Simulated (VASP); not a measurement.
# As (Fd-3m) in VASP: a series of runs

Runs on As. Level: LDA. Tasks: single point.

All numbers are computed with VASP 6.6.1; they aren't measurements. Logs are shortened: lines on timing, memory, paths and dates and some standing lists are left out, and cuts for length are marked.

**1. The cell of the first run**

It takes space group Fd-3m (No. 227, cubic). Conventional cell: a = 5.162 Å, b = 5.162 Å, c = 5.162 Å, α = 90.00°, β = 90.00°, γ = 90.00°. Within 3.0 Å of As (site symmetry -43m) lie 4 As at 2.24 Å.

**2. Single point, LDA (volume scaled by 0.65)**

The input, INCAR:

```
PREC = Accurate
ENCUT = 520
EDIFF = 1E-6
ISMEAR = -1
SIGMA = 0.05
LREAL = F
LASPH = T
NELM = 80
ALGO = Normal
ISIF = 2
LWAVE = F
LCHARG = F
NBANDS = 12
```

The input, KPOINTS:

```
Automatic mesh
0
Gamma
  13 13 13
```

The input, POSCAR:

```
As
1.0
    0.0000000000      2.5810624707      2.5810624707
    2.5810624707      0.0000000000      2.5810624707
    2.5810624707      2.5810624707      0.0000000000
As
2
Direct
   -0.1250000000     -0.1250000000     -0.1250000000
    0.1250000000      0.1250000000      0.1250000000
```

Potentials or basis: VASP PAW LDA potentials, release 64 (As).

Started as:

```sh
$ cat potpaw_LDA.64/As/POTCAR > POTCAR
$ mpirun -np 1 vasp_std > vasp.out
```

OUTCAR:

```text
PREC = Accurate
   ENCUT = 520
   EDIFF = 1E-6
   ISMEAR = -1
   LREAL = F
   LASPH = T
   NELM = 80
   ISIF = 2

 ion  position               nearest neighbor table
   1  0.875  0.875  0.875-   2 2.24   2 2.24   2 2.24   2 2.24
   2  0.125  0.125  0.125-   1 2.24   1 2.24   1 2.24   1 2.24

  LATTYP: Found a face centered cubic cell.
 ALAT       =     5.1621249414

  Lattice vectors:

 A1 = (   0.0000000000,   2.5810624707,   2.5810624707)
 A2 = (   2.5810624707,   0.0000000000,   2.5810624707)
 A3 = (   2.5810624707,   2.5810624707,   0.0000000000)

Analysis of symmetry for initial positions (statically):
=====================================================================
 Subroutine PRICEL returns:
 Original cell was already a primitive cell.

 Routine SETGRP: Setting up the symmetry group for a
 face centered cubic supercell.

 Subroutine GETGRP returns: Found 48 space group operations
 (whereof 12 operations were pure point group operations)
 out of a pool of 48 trial point group operations.

The static configuration has the point symmetry D_3d.
 The point group associated with its full space group is O_h .

Analysis of symmetry for dynamics (positions and initial velocities):
=====================================================================
 Subroutine PRICEL returns:
 Original cell was already a primitive cell.

 Routine SETGRP: Setting up the symmetry group for a
 face centered cubic supercell.

 Subroutine GETGRP returns: Found 48 space group operations
 (whereof 12 operations were pure point group operations)
 out of a pool of 48 trial point group operations.

The dynamic configuration has the point symmetry D_3d.
 The point group associated with its full space group is O_h .

 Subroutine INISYM returns: Found 48 space group operations
 (whereof 12 operations are pure point group operations),
 and found     1 'primitive' translations

----------------------------------------------------------------------------------------

                                     Primitive cell

  volume of cell :      34.3895

  direct lattice vectors                    reciprocal lattice vectors
     0.000000000  2.581062471  2.581062471    -0.193718674  0.193718674  0.193718674
     2.581062471  0.000000000  2.581062471     0.193718674 -0.193718674  0.193718674
     2.581062471  2.581062471  0.000000000     0.193718674  0.193718674 -0.193718674

  length of vectors
     3.650173551  3.650173551  3.650173551     0.335530586  0.335530586  0.335530586

  position of ions in fractional coordinates (direct lattice)
     0.875000000  0.875000000  0.875000000
     0.125000000  0.125000000  0.125000000

[... 81 lines left out ...]
   NFREE  =      0    steps in history (QN), initial steepest desc. (CG)
   ISIF   =      2    stress and relaxation
   ISYM   =      2    0-nonsym 1-usesym 2-fastsym
   POTIM  = 0.5000    time-step for ionic-motion
   TEBEG  =    0.0;   TEEND  =   0.0 temperature during run
   PSTRESS=    0.0 pullay stress
   NELECT =      10.0000    total number of electrons
   NUPDOWN=      -1.0000    fix difference up-down
   EMIN   =  10.00;   EMAX   =-10.00  energy-range for DOS
   EFERMI =   0.00;   METHOD = LEGACY
   ISMEAR =    -1;   SIGMA  =   0.05  broadening in eV -4-tet -1-fermi 0-gaus
   EFERMI_NEDOS =   21; number of points for ismear=-14 and -15
   IALGO  =     38    algorithm
   IMIX   =      4    mixing-type and parameters
     AMIX     =   0.40;   BMIX     =  1.00
     AMIX_MAG =   1.60;   BMIX_MAG =  1.00
  volume/ion in A,a.u.               =      17.19       116.04
  Fermi-wavevector in a.u.,A,eV,Ry     =   1.084592  2.049581 16.005069  1.176339
  Thomas-Fermi vector in A             =   2.220685
   LORBIT       =      0    0 simple, 1 ext, 2 COOP (PROOUT), +10 PAW based schemes
   GGA     = CA    functional components
   LHFCALC =     F    Hartree Fock is set to
   AEXX    =    0.0000 exact exchange contribution
   IVDW    =     0    specifies the selected vdW correction
   LEPSILON=     F    determine dielectric tensor
   LRPA    =     F    only Hartree local field effects (RPA)
 non-spin polarized calculation
  energy-cutoff  :      520.00
  volume of cell :       34.39
 maximum number of plane-waves:       942
   NGX = 13   NGY = 13   NGZ = 13

 number of electron      10.0000000 magnetization

 Free energy of the ion-electron system (eV)
  ---------------------------------------------------
  ext. energy  EPLUGINS =         0.00000000
  ---------------------------------------------------
  free energy    TOTEN  =        -7.75440221 eV

  energy without entropy =       -7.74832460  energy(sigma->0) =       -7.75136340

 E-fermi :   8.5563     XC(G=0): -10.9889

 val. band max:        8.5099094957   @ k =  -0.4615   0.3846   0.0769
 cond. band min:       8.6016273253   @ k =   0.4615   0.3077   0.1538
 fundamental gap:      0.0917178296
 Fermi energy:         8.5562552860

 k-point     1 :       0.0000    0.0000    0.0000
  band No.  band energies     occupation
      1      -9.8604      2.00000
      2       5.0839      2.00000
      3       5.0839      2.00000
      4       5.0839      2.00000
      5       5.9452      2.00000
      6       8.4192      1.87892
      7       8.4192      1.87892
      8       8.4192      1.87892
      9      13.5960      0.00000
     10      16.5038      0.00000
     11      16.5038      0.00000
     12      18.5769      0.00000
[... 331 lines left out ...]
 k-point    24 :       0.4615    0.1538    0.0000
  band No.  band energies     occupation
      1      -7.4442      2.00000
      2      -3.0824      2.00000
      3       1.9117      2.00000
      4       2.8841      2.00000
      5       7.4885      2.00000
      6       9.8066      0.00000
      7      11.2354      0.00000
      8      12.7431      0.00000
      9      16.5797      0.00000
     10      18.5682      0.00000
     11      19.1120      0.00000
     12      19.4538      0.00000

 [... further k-points ...]
[... 5 lines left out ...]
  --------------------------------------------------------------------------------------
  -------------------------------------------------------------------------------------
  Total       11.6094317     11.6094317     11.6094317      0.0000000      0.0000000     -0.0000000
  in kB      540.8738661    540.8738661    540.8738661      0.0000000      0.0000000     -0.0000000
  external PRESSURE =     540.8738661 kB  Pullay stress =       0.0000000 kB

 VOLUME and BASIS-vectors are now :
 -----------------------------------------------------------------------------
  energy-cutoff  :      520.00
  volume of cell :       34.39
      direct lattice vectors                 reciprocal lattice vectors
     0.000000000  2.581062471  2.581062471    -0.193718674  0.193718674  0.193718674
     2.581062471  0.000000000  2.581062471     0.193718674 -0.193718674  0.193718674
     2.581062471  2.581062471  0.000000000     0.193718674  0.193718674 -0.193718674

 POSITION                                       TOTAL-FORCE (eV/Angst)
 -----------------------------------------------------------------------------------
      4.51686      4.51686      4.51686         0.000000      0.000000      0.000000
      0.64527      0.64527      0.64527        -0.000000     -0.000000     -0.000000
 -----------------------------------------------------------------------------------
    total drift:                               -0.000000     -0.000000     -0.000000

  FREE ENERGIE OF THE ION-ELECTRON SYSTEM (eV)
  ---------------------------------------------------
  free  energy   TOTEN  =        -7.7544022056 eV

  energy  without entropy=       -7.7483245965  energy(sigma->0) =       -7.75136340
```

Run time: 28 s. Hardware: 1 thread of Intel Xeon Platinum 8375C at 2.90GHz (Ice Lake), shared host; peak memory 0.15 GiB.

What came out:

```yaml
Free_energy: -7.7544 eV
Pressure: 54.1 GPa
Band_gap_on_the_k_mesh: zero (band 5 reaches 10.27 eV, above the bottom of band 6 at 6.73 eV)
```

**3. Single point, LDA (volume scaled by 0.75)**

The input, INCAR:

```
PREC = Accurate
ENCUT = 520
EDIFF = 1E-6
ISMEAR = -1
SIGMA = 0.05
LREAL = False
LASPH = True
NELM = 100
ALGO = Normal
ISIF = 2
LWAVE = False
LCHARG = False
NBANDS = 12
```

The input, KPOINTS:

```
regular mesh
0
Gamma
  13 13 13
```

The input, POSCAR:

```
As
1.0
    0.0000000000      2.7071634945      2.7071634945
    2.7071634945      0.0000000000      2.7071634945
    2.7071634945      2.7071634945      0.0000000000
As
2
Direct
   -0.1250000000     -0.1250000000     -0.1250000000
    0.1250000000      0.1250000000      0.1250000000
```

Potentials or basis: VASP PAW LDA potentials, release 64 (As).

Started as:

```sh
$ cat potpaw_LDA.64/As/POTCAR > POTCAR
$ mpirun -np 1 vasp_std > vasp.out
```

Run time: 30 s. Hardware: 1 thread of Intel Xeon Platinum 8375C at 2.90GHz (Ice Lake), shared host; peak memory 0.15 GiB.

Results (log left out):

```yaml
Free_energy: -9.0581 eV
Pressure: 27.6 GPa
Band_gap_on_the_k_mesh: zero (band 5 reaches 8.10 eV, above the bottom of band 6 at 5.31 eV)
```

Levels at points of the mesh, in eV from the Fermi level:
```
           k point  band 2  band 3  band 4  band 5  band 6  band 7  band 8  band 9
(0.00, 0.00, 0.00)   -3.89   -3.12   -3.12   -3.12    0.07    0.07    0.07    4.86
```

(Continued in part 2 of 2.)
